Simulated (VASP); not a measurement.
## AlN: single point with PBE

The system is AlN.

```
Al N
1.0
     0.00000    1.93562    1.93562
     1.93562    0.00000    1.93562
     1.93562    1.93562    0.00000
Al N
1 1
Direct
  0.00000 0.00000 0.00000
  0.50000 0.50000 0.50000
```

| Item | Value |
| --- | --- |
| Program | VASP 6.6.1 |
| Task | single point |
| Functional | PBE |
| Potentials or basis | VASP PAW PBE potentials, release 64 (Al, N) |
| Cutoff | 600 eV |
| k mesh | 7 × 7 × 7 |
| Occupations | gaussian, width 0.01 eV |
| Spin | no spin polarisation |
| Dipole correction | no |
| Further INCAR settings | ALGO = Normal; EDIFF = 1e-06; NBANDS = 11 |

```yaml
Pressure: 50.6 GPa
Band_gap_on_the_k_mesh: 5.24 eV, indirect (least direct gap 7.69 eV)
```

Levels at points of the mesh, in eV from the valence-band top:
| k point | band 1 | band 2 | band 3 | band 4 | band 5 | band 6 | band 7 | band 8 |
| --- | --- | --- | --- | --- | --- | --- | --- | --- |
| (0.00, 0.00, 0.00) | -18.80 | 0.00 | 0.00 | 0.00 | 7.69 | 12.58 | 12.58 | 12.58 |

Run time: 4.5 s on 1 thread of Intel(R) Xeon(R) Platinum 8559C (Emerald Rapids), with other jobs on the host, peak memory 0.12 GiB.

A k mesh can miss the band edges.
